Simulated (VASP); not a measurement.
A run of VASP 6.6.1:

File INCAR:

```
SYSTEM = Sn
PREC     = Accurate       ! precision mode
ENCUT    = 520            ! plane-wave cutoff, eV
EDIFF    = 1E-7           ! SCF threshold, eV
ISMEAR   = -1             ! smearing method
SIGMA    = 0.05           ! smearing width, eV
LREAL    = .FALSE.        ! projectors in reciprocal space
LASPH    = .TRUE.         ! aspherical terms in the spheres
NELM     = 60             ! most SCF steps
ALGO     = Fast           ! electronic algorithm
ISIF     = 2              ! what is computed and relaxed
LWAVE    = .FALSE.        ! write WAVECAR
LCHARG   = .FALSE.        ! write CHGCAR
GGA      = B5             ! functional
ALDAX    = 1.0          
AGGAX    = 1.0          
AGGAC    = 1.0          
ALDAC    = 0.0          
IVDW     = 13             ! dispersion correction
VDW_S6   = 1.0          
VDW_S8   = 2.34076671   
VDW_A1   = 0.44488865   
VDW_A2   = 4.0933009    
NBANDS   = 13             ! bands
```

KPOINTS

```
Automatic mesh
0
G
  11 11 11
  0 0 0
```

File POSCAR:

```
Sn
1.0
   -1.7227175875      1.7230033152      2.3702167177
    1.7227175875     -1.7230033152      2.3702167177
    1.7227175875      1.7230033152     -2.3702167177
Sn
1
Direct
    0.0000000000      0.0000000000      0.0000000000
```

Potentials or basis: VASP PAW PBE potentials, release 64 (Sn_d).

The run is started by

```bash
$ cat potpaw_PBE.64/Sn_d/POTCAR > POTCAR
$ mpirun -np 1 vasp_std > vasp.out
```

Hardware: 1 thread of Intel(R) Xeon(R) Platinum 8259CL CPU @ 2.50GHz (Skylake/Cascade Lake) (shared host).

Problem. How long does it take, and how much memory?

Solution. Wall time 100 s on 1 thread of Intel(R) Xeon(R) Platinum 8259CL CPU @ 2.50GHz (Skylake/Cascade Lake) (shared host), peak memory 0.2 GiB. Counts: scf iterations 14, k points 216.
